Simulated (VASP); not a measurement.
Pd, 1 atom in the cell. The structure is cubic, space group Fm-3m (No. 225). Conventional cell: a = 3.941 Å, b = 3.941 Å, c = 3.941 Å, α = 90.00°, β = 90.00°, γ = 90.00°. Pd (site symmetry m-3m) has 12 Pd at 2.79 Å within 3.7 Å.  This cell differs from its parent crystal: volume scaled by 1.04.

- Program: VASP 6.6.1
- Task: electric field gradients
- Functional: PBEsol
- Potentials or basis: VASP PAW PBE potentials, release 64 (Pd)
- Cutoff: 520 eV
- k mesh: 18 × 18 × 18
- Occupations: fermi-dirac, width 0.05 eV
- Spin: no spin polarisation
- Dipole correction: no
- Further INCAR settings: ALGO = Normal; EDIFF = 1e-08; NBANDS = 11

Potentials or basis: VASP PAW PBE potentials, release 64 (Pd).

Command:

```sh
$ cat potpaw_PBE.64/Pd/POTCAR > POTCAR
$ mpirun -np 1 vasp_std > vasp.out
```

Hardware: 1 thread of Intel(R) Xeon(R) 6975P-C (Granite Rapids), with other jobs on the host.

**Question.** How long does it take, and how much memory?

**Answer.** Wall time 10 s on 1 thread of Intel(R) Xeon(R) 6975P-C (Granite Rapids), with other jobs on the host, peak memory 0.16 GiB. Counts: scf iterations 12, k points 195.
